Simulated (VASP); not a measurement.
# As (R-3m) in VASP: a series of runs, part 2 of 2

VASP 6.6.1. The steps go on from the part before.

### 3 Single point, PBE

Contents of INCAR:

```
SYSTEM = As
ALGO     = Normal         ! electronic algorithm
EDIFF    = 1E-6           ! SCF threshold, eV
ENCUT    = 600            ! plane-wave cutoff, eV
GGA      = PE             ! functional
GGA_COMPAT= .False.      
ISIF     = 2              ! what is computed and relaxed
ISMEAR   = -1             ! smearing method
LASPH    = .True.         ! aspherical terms in the spheres
LCHARG   = .True.         ! write CHGCAR
LELF     = .True.         ! ELF
LREAL    = .False.        ! projectors in reciprocal space
LVHAR    = .True.       
LWAVE    = .False.        ! write WAVECAR
NBANDS   = 22             ! bands
NELM     = 120            ! most SCF steps
PREC     = Accurate       ! precision mode
SIGMA    = 0.05           ! smearing width, eV
```

Contents of KPOINTS:

```
k-points
0
Gamma
  11 11 11
  0 0 0
```

Contents of POSCAR:

```
As
1.0
    1.8797494575      1.0852738553      3.4857700000
   -1.8797494575      1.0852738553      3.4857700000
    0.0000000000     -2.1705477106      3.4857700000
As
2
Direct
    0.2288025045      0.2288025045      0.2288025045
    0.7711974955      0.7711974955      0.7711974955
```

Potentials or basis: VASP PAW PBE potentials, release 64 (As_d).

Run with:

```
$ cat potpaw_PBE.64/As_d/POTCAR > POTCAR
$ mpirun -np 1 vasp_std > vasp.out
```

OUTCAR:

```text
SYSTEM = As
   EDIFF = 1E-6
   ENCUT = 600
   GGA = PE
   ISIF = 2
   ISMEAR = -1
   LASPH = .True.
   LREAL = .False.
   NELM = 120
   PREC = Accurate

 ion  position               nearest neighbor table
   1  0.229  0.229  0.229-   2 2.53   2 2.53   2 2.53
   2  0.771  0.771  0.771-   1 2.53   1 2.53   1 2.53

  LATTYP: Found a trigonal (rhomboedric) cell.
 ALAT       =     4.1063207202
 COS(alpha) =     0.5808936906

  Lattice vectors:

 A1 = (   1.8797494575,   1.0852738553,   3.4857700000)
 A2 = (  -1.8797494575,   1.0852738553,   3.4857700000)
 A3 = (   0.0000000000,  -2.1705477106,   3.4857700000)

Analysis of symmetry for initial positions (statically):
=====================================================================
 Subroutine PRICEL returns:
 Original cell was already a primitive cell.

 Routine SETGRP: Setting up the symmetry group for a
 trigonal (rhombohedral) supercell.

 Subroutine GETGRP returns: Found 12 space group operations
 (whereof 12 operations were pure point group operations)
 out of a pool of 12 trial point group operations.

The static configuration has the point symmetry D_3d.

Analysis of symmetry for dynamics (positions and initial velocities):
=====================================================================
 Subroutine PRICEL returns:
 Original cell was already a primitive cell.

 Routine SETGRP: Setting up the symmetry group for a
 trigonal (rhombohedral) supercell.

 Subroutine GETGRP returns: Found 12 space group operations
 (whereof 12 operations were pure point group operations)
 out of a pool of 12 trial point group operations.

The dynamic configuration has the point symmetry D_3d.

 Subroutine INISYM returns: Found 12 space group operations
 (whereof 12 operations are pure point group operations),
 and found     1 'primitive' translations

----------------------------------------------------------------------------------------

                                     Primitive cell

  volume of cell :      42.6667

  direct lattice vectors                    reciprocal lattice vectors
     1.879749457  1.085273855  3.485770000     0.265992895  0.153571070  0.095626887
    -1.879749457  1.085273855  3.485770000    -0.265992895  0.153571070  0.095626887
     0.000000000 -2.170547711  3.485770000     0.000000000 -0.307142139  0.095626887

  length of vectors
     4.106320720  4.106320720  4.106320720     0.321684310  0.321684310  0.321684310

  position of ions in fractional coordinates (direct lattice)
     0.228802505  0.228802505  0.228802505
     0.771197495  0.771197495  0.771197495

  ion indices of the primitive-cell ions
   primitive index   ion index
                 1           1
                 2           2

----------------------------------------------------------------------------------------

 KPOINTS: k-points

Automatic generation of k-mesh.
 Grid dimensions read from file:
 generate k-points for:   11   11   11

 Generating k-lattice:

  Cartesian coordinates                     Fractional coordinates (reciprocal lattice)
     0.024181172  0.013961006  0.008693353     0.090909091 -0.000000000 -0.000000000
    -0.024181172  0.013961006  0.008693353    -0.000000000  0.090909091 -0.000000000
     0.000000000 -0.027922013  0.008693353    -0.000000000 -0.000000000  0.090909091

  Length of vectors
     0.029244028  0.029244028  0.029244028

  Shift w.r.t. Gamma in fractional coordinates (k-lattice)
     0.000000000  0.000000000  0.000000000

 Subroutine IBZKPT returns following result:
 ===========================================

 Found    146 irreducible k-points:

 Following reciprocal coordinates:
            Coordinates               Weight
  0.000000  0.000000  0.000000      1.000000
  0.090909  0.000000  0.000000      6.000000
  0.181818  0.000000  0.000000      6.000000
  0.272727  0.000000  0.000000      6.000000
  0.363636  0.000000  0.000000      6.000000
  0.454545  0.000000  0.000000      6.000000
[... 16 lines left out ...]
 -0.272727  0.181818 -0.000000     12.000000
 -0.181818  0.181818  0.000000      6.000000
 [... further k-points ...]
   k-points           NKPTS =    146   k-points in BZ     NKDIM =    146   number of bands    NBANDS=     22
   number of dos      NEDOS =    301   number of ions     NIONS =      2
   total plane-waves  NPLWV =  46656
   dimension x,y,z NGX =    36 NGY =   36 NGZ =   36
   dimension x,y,z NGXF=    72 NGYF=   72 NGZF=   72
   ions per type =               2
   NGX,Y,Z   is equivalent  to a cutoff of  14.57, 14.57, 14.57 a.u.
   NGXF,Y,Z  is equivalent  to a cutoff of  29.15, 29.15, 29.15 a.u.
 SYSTEM =  As
   PREC   = accura    normal or accurate (medium, high low for compatibility)
   ISTART =      0    job   : 0-new  1-cont  2-samecut
   ICHARG =      2    charge: 1-file 2-atom 10-const
   ISPIN  =      1    spin polarized calculation?
   LNONCOLLINEAR =      F non collinear calculations
   LSORBIT =      F    spin-orbit coupling
   LASPH  =      T    aspherical Exc in radial PAW
   ENCUT  =  600.0 eV  44.10 Ry    6.64 a.u.   8.20  8.20  8.20*2*pi/ulx,y,z
   NELM   =    120;   NELMIN=  2; NELMDL= -5     # of ELM steps
   EDIFF  = 0.1E-05   stopping-criterion for ELM
   LREAL  =      F    real-space projection
   EDIFFG = 0.1E-04   stopping-criterion for IOM
   NSW    =      0    number of steps for IOM
   IBRION =     -1    ionic relax: 0-MD 1-quasi-New 2-CG
   NFREE  =      0    steps in history (QN), initial steepest desc. (CG)
   ISIF   =      2    stress and relaxation
   ISYM   =      2    0-nonsym 1-usesym 2-fastsym
   POTIM  = 0.5000    time-step for ionic-motion
   TEBEG  =    0.0;   TEEND  =   0.0 temperature during run
   PSTRESS=    0.0 pullay stress
   NELECT =      30.0000    total number of electrons
   NUPDOWN=      -1.0000    fix difference up-down
   EMIN   =  10.00;   EMAX   =-10.00  energy-range for DOS
   EFERMI =   0.00;   METHOD = LEGACY
   ISMEAR =    -1;   SIGMA  =   0.05  broadening in eV -4-tet -1-fermi 0-gaus
   EFERMI_NEDOS =   21; number of points for ismear=-14 and -15
   IALGO  =     38    algorithm
   IMIX   =      4    mixing-type and parameters
     AMIX     =   0.40;   BMIX     =  1.00
     AMIX_MAG =   1.60;   BMIX_MAG =  1.00
  volume/ion in A,a.u.               =      21.33       143.96
  Fermi-wavevector in a.u.,A,eV,Ry     =   1.455746  2.750960 28.833402  2.119195
  Thomas-Fermi vector in A             =   2.572744
   LORBIT       =      0    0 simple, 1 ext, 2 COOP (PROOUT), +10 PAW based schemes
   GGA     = PE    functional components
   LHFCALC =     F    Hartree Fock is set to
   AEXX    =    0.0000 exact exchange contribution
   IVDW    =     0    specifies the selected vdW correction
   LEPSILON=     F    determine dielectric tensor
   LRPA    =     F    only Hartree local field effects (RPA)
 non-spin polarized calculation
  energy-cutoff  :      600.00
  volume of cell :       42.67
 maximum number of plane-waves:      1441
 NGX is ok and might be reduce to    36
   NGX = 17   NGY = 17   NGZ = 17

 number of electron      30.0000000 magnetization

 Free energy of the ion-electron system (eV)
  ---------------------------------------------------
  ext. energy  EPLUGINS =         0.00000000
  ---------------------------------------------------
  free energy    TOTEN  =        -9.34150072 eV

  energy without entropy =       -9.34031718  energy(sigma->0) =       -9.34090895

 E-fermi :   3.9679     XC(G=0): -10.7184

 val. band max:        3.9149255127   @ k =   0.4545   0.3636   0.3636
 cond. band min:       4.0012156955   @ k =   0.4545   0.0909   0.0909
 fundamental gap:      0.0862901828
 Fermi energy:         3.9678685456

 k-point     1 :       0.0000    0.0000    0.0000
  band No.  band energies     occupation
      1     -32.4259      2.00000
      2     -32.4259      2.00000
      3     -32.3815      2.00000
      4     -32.3815      2.00000
      5     -32.3544      2.00000
      6     -32.3164      2.00000
[... 14 lines left out ...]
     21      10.9504      0.00000
     22      12.6210      0.00000

 k-point     2 :       0.0909    0.0000    0.0000
  band No.  band energies     occupation
      1     -32.4248      2.00000
      2     -32.4234      2.00000
      3     -32.3807      2.00000
      4     -32.3799      2.00000
      5     -32.3537      2.00000
      6     -32.3175      2.00000
[... 14 lines left out ...]
     21      10.5802      0.00000
     22      13.3806      0.00000
[... 523 lines left out ...]
     21      14.7709      0.00000
     22      16.2491      0.00000

 k-point    24 :      -0.1818    0.1818    0.0000
  band No.  band energies     occupation
      1     -32.4204      2.00000
      2     -32.3959      2.00000
      3     -32.3736      2.00000
      4     -32.3668      2.00000
      5     -32.3450      2.00000
      6     -32.3323      2.00000
[... 14 lines left out ...]
     21      13.9288      0.00000
     22      14.1553      0.00000

 [... further k-points ...]
[... 5 lines left out ...]
  --------------------------------------------------------------------------------------
  -------------------------------------------------------------------------------------
  Total        0.9173139      0.9173139      0.5244630      0.0000000      0.0000000      0.0000000
  in kB       34.4460369     34.4460369     19.6941010      0.0000000      0.0000000      0.0000000
  external PRESSURE =      29.5287249 kB  Pullay stress =       0.0000000 kB

 VOLUME and BASIS-vectors are now :
 -----------------------------------------------------------------------------
  energy-cutoff  :      600.00
  volume of cell :       42.67
      direct lattice vectors                 reciprocal lattice vectors
     1.879749457  1.085273855  3.485770000     0.265992895  0.153571070  0.095626887
    -1.879749457  1.085273855  3.485770000    -0.265992895  0.153571070  0.095626887
     0.000000000 -2.170547711  3.485770000     0.000000000 -0.307142139  0.095626887

 POSITION                                       TOTAL-FORCE (eV/Angst)
 -----------------------------------------------------------------------------------
      0.00000      0.00000      2.39266         0.000000      0.000000      0.009934
      0.00000      0.00000      8.06465         0.000000     -0.000000     -0.009934
 -----------------------------------------------------------------------------------
    total drift:                                0.000000     -0.000000      0.000000

  FREE ENERGIE OF THE ION-ELECTRON SYSTEM (eV)
  ---------------------------------------------------
  free  energy   TOTEN  =        -9.3415007171 eV

  energy  without entropy=       -9.3403171781  energy(sigma->0) =       -9.34090895
```

Run time: 57 s. Hardware: 1 thread of Intel Xeon 6975P-C (Granite Rapids), shared host; peak memory 0.29 GiB.

What came out:

```yaml
Free_energy: -9.3415 eV
Pressure: 3.0 GPa
Largest_force: 0.010 eV/Å
Band_gap_on_the_k_mesh: zero (band 15 reaches 4.15 eV, above the bottom of band 16 at 3.79 eV)
```

Forces in eV/Å, atoms in the order of the input:
```
As   0.000  0.000  0.010
As   0.000  0.000 -0.010
```

Stress tensor (GPa, compression positive):
```
3.44 0.00 0.00
0.00 3.44 0.00
0.00 0.00 1.97
```
